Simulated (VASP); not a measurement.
Runs of VASP 6.6.1 on Rh. The structure is that of space group Fm-3m (No. 225), or close to it. The cells are those of the table. 

| level | cell | k mesh | gap on the mesh (eV) | pressure (GPa) |
| --- | --- | --- | --- | --- |
| r2SCAN | a = 2.668 Å, angles 60.0°, 1 atom | 18 × 18 × 18 | none | 7.7 |
| PBE | a = 2.711 Å, angles 60.0°, 1 atom | 8 × 8 × 8 | none | 0.0 |
| r2SCAN | a = 2.687 Å, angles 60.0°, 1 atom | 18 × 18 × 18 | none | (b) |
| PBE | a = 2.729 Å, angles 60.0°, 1 atom | 8 × 8 × 8 | none | (a) |
| r2SCAN | a = 2.711 Å, angles 60.0°, 1 atom | 18 × 18 × 18 | none | -6.0 |

Alike in all rows: task single point; potentials or basis VASP PAW PBE potentials, release 64 (Rh_pv); no spin polarisation; cutoff (eV) 520; smearing gaussian 0.05 eV.

Q: Fill in the values left out.

A: (a) -4.9; (b) 1.1.

Caveats: the PAW data sets were made with another functional, which shifts forces and pressure a little (some runs).

A k mesh can miss the band edges, and the runs leave out spin-orbit coupling on Rh.

A gap of «none» marks levels without a gap at the run's occupations.
